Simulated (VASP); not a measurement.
P:

```
P
1.0
     2.50184    0.00000    0.00000
     0.00000    2.50184    0.00000
     0.00000    0.00000    2.36875
P
1
Direct
  0.50000 0.50000 0.00000
```

| Quantity | Value |
| --- | --- |
| Program | VASP 6.6.1 |
| Task | relaxation of cell and atoms |
| Functional | PBE |
| Potentials or basis | VASP PAW PBE potentials, release 64 (P) |
| Cutoff | 600 eV |
| k mesh | 22 × 22 × 24 |
| Occupations | gaussian, width 0.1 eV |
| Spin | no spin polarisation |

At the start: pressure -1.0 GPa; volume 14.83 Å³/atom.

**Question.** How do energy, volume and symmetry change on relaxing?

**Answer.** Over 6 steps the energy falls by 19.1 meV/atom and the volume is 14.58 Å³/atom (-1.7 %); space group Pm-3m (No. 221, to 0.05 Å).

Step by step:
```tsv
step	energy change (eV)	largest force (eV/Å)	pressure (GPa)	volume (Å³)
1	0.0000	0.0000	-0.97	14.83
2	-0.0188	0.0000	-0.36	14.62
3	-0.0190	0.0000	-0.48	14.64
4	-0.0190	0.0000	-0.46	14.64
5	-0.0191	0.0000	0.22	14.55
6	-0.0191	0.0000	0.01	14.58
```

Final structure:
```
CELL_PARAMETERS angstrom
2.44451 0.00000 0.00000
0.00000 2.44451 0.00000
0.00000 0.00000 2.43944
ATOMIC_POSITIONS crystal
P 0.50000 0.50000 0.00000
```
